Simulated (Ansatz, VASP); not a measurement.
**One calculation of YN, two programs**

Contents of INCAR:

```
SYSTEM = YN
PREC     = Accurate       ! precision mode
ENCUT    = 600            ! plane-wave cutoff, eV
EDIFF    = 1E-6           ! SCF threshold, eV
ISMEAR   = 0              ! smearing method
SIGMA    = 0.1            ! smearing width, eV
LREAL    = .FALSE.        ! projectors in reciprocal space
LASPH    = .TRUE.         ! aspherical terms in the spheres
NELM     = 120            ! most SCF steps
ALGO     = Normal         ! electronic algorithm
ISIF     = 2              ! what is computed and relaxed
LWAVE    = .FALSE.        ! write WAVECAR
LCHARG   = .FALSE.        ! write CHGCAR
NBANDS   = 15             ! bands
GGA_COMPAT= .FALSE.
```

File KPOINTS:

```
Automatic mesh
0
G
  6 6 6
  0 0 0
```

Contents of POSCAR:

```
YN
1.0
    0.0000000000      2.4385000000      2.4385000000
    2.4385000000      0.0000000000      2.4385000000
    2.4385000000      2.4385000000      0.0000000000
Y N
1 1
Direct
    0.0000000000      0.0000000000      0.0000000000
    0.5000000000      0.5000000000      0.5000000000
```

Input for Ansatz:

```yaml
crystal:
  lattice:
    - [0.0, 2.4385, 2.4385]
    - [2.4385, 0.0, 2.4385]
    - [2.4385, 2.4385, 0.0]
  atoms:
    - { symbol: "Y", position: [0.0, 0.0, 0.0] }
    - { symbol: "N", position: [0.5, 0.5, 0.5] }
basis:
  ecutwfc: 420
kpoints:
  mp_grid: { grid: [6, 6, 6] }
hamiltonian:
  xc: lda
scf:
  occupations: { method: gaussian, width: 0.1 }
output:
  forces: true
  stress: true
  eigenvalues: true
```

Alike in both runs: task single point; functional LDA; k mesh 6 × 6 × 6; occupations gaussian, width 0.1 eV; no spin polarisation.

```csv
,VASP,Ansatz
version,VASP 6.6.1,Ansatz 0.2.0
potentials or method,"VASP PAW LDA potentials, release 64 (Y_sv, N), cutoff 600 eV","scalar-relativistic, plane waves, PAW"
valence electrons in the cell,16,16
```

Ansatz gave:

| Item | Value |
| --- | --- |
| gap on the k mesh at the Fermi level (eV) | 0.08 |
| least direct gap on the mesh (eV) | 0.46 |
| pressure (GPa) | -5.9 |

Question: What did VASP give for the same quantities?

Answer: gap on the k mesh at the Fermi level (eV): 0.07; least direct gap on the mesh (eV): 0.45; pressure (GPa): -5.7.

LDA's correlation is that of Perdew and Zunger in VASP and of Perdew and Wang (1992) in Ansatz.
